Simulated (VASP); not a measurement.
A run of VASP 6.6.1:

The input INCAR:

```
SYSTEM = SrSbPt
  PREC = Accurate
  ENCUT = 520
  EDIFF = 1E-6
  ISMEAR = 0
  SIGMA = 0.1
  LREAL = .FALSE.
  LASPH = .TRUE.
  NELM = 100
  ALGO = Normal
  ISIF = 2
  LWAVE = .FALSE.
  LCHARG = .FALSE.
  GGA = PS
  NBANDS = 20
```

The input KPOINTS:

```
Automatic mesh
0
G
  12 12 10
  0 0 0
```

File POSCAR:

```
SrSbPt
1.0
    4.4033284323      0.0000000000      0.0000000000
   -2.2016642162      3.8133942836      0.0000000000
    0.0000000000      0.0000000000      4.4634756706
Sr Sb Pt
1 1 1
Direct
    0.0000000000      0.0000000000      0.0000000000
    0.6666666700      0.3333333300      0.5000000000
    0.3333333300      0.6666666700      0.5000000000
```

Potentials or basis: VASP PAW PBE potentials, release 64 (Sr_sv, Sb, Pt).

The run is started by

```bash
$ cat potpaw_PBE.64/Sr_sv/POTCAR potpaw_PBE.64/Sb/POTCAR potpaw_PBE.64/Pt/POTCAR > POTCAR
$ mpirun -np 1 vasp_std > vasp.out
```

Hardware: 1 thread of AMD EPYC 9R14 (Zen 4) (shared host).

Question: Estimate the wall time of this run.

Answer: It took 110 s on 1 thread of AMD EPYC 9R14 (Zen 4), on a shared host, peak memory 0.32 GiB. Counts: scf iterations 13, k points 114.
